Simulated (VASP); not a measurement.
## Rh: single point with HSE06

Crystal: Rh.

```
Rh
1.0
     0.00000    1.89785    1.89785
     1.89785    0.00000    1.89785
     1.89785    1.89785    0.00000
Rh
1
Direct
  0.00000 0.00000 0.00000
```

* Program: VASP 6.6.1
* Task: single point
* Functional: HSE06
* Potentials or basis: VASP PAW PBE potentials, release 64 (Rh_pv)
* Cutoff: 520 eV
* k mesh: 7 × 7 × 7
* Occupations: fermi-dirac, width 0.05 eV
* Spin: no spin polarisation
* Dipole correction: no
* Grid for exact exchange (PRECFOCK): Normal
* Further INCAR settings: ALGO = Normal; EDIFF = 1e-07; NBANDS = 14
* Share of exact exchange: 0.25
* Screening parameter: 0.2079 1/Å

* Pressure: -4.4 GPa
* Band gap on the k mesh: zero (an odd number of electrons rules out a gap without spin polarisation)

Levels at points of the mesh, in eV from the Fermi level:
```tsv
k point	band 5	band 6	band 7	band 8	band 9	band 10
(0.00, 0.00, 0.00)	-3.68	-3.68	-3.68	-1.72	-1.72	17.23
```

Run time: 45 min on 1 thread of AMD EPYC 7R43 64-Core Processor (Zen 3), with other jobs on the host, peak memory 0.2 GiB.

Caveat: the k points lie up to 0.41 Å⁻¹ apart, too coarse for converged energies and pressures of a metal; the PAW data sets were made with another functional, which shifts forces and pressure a little.
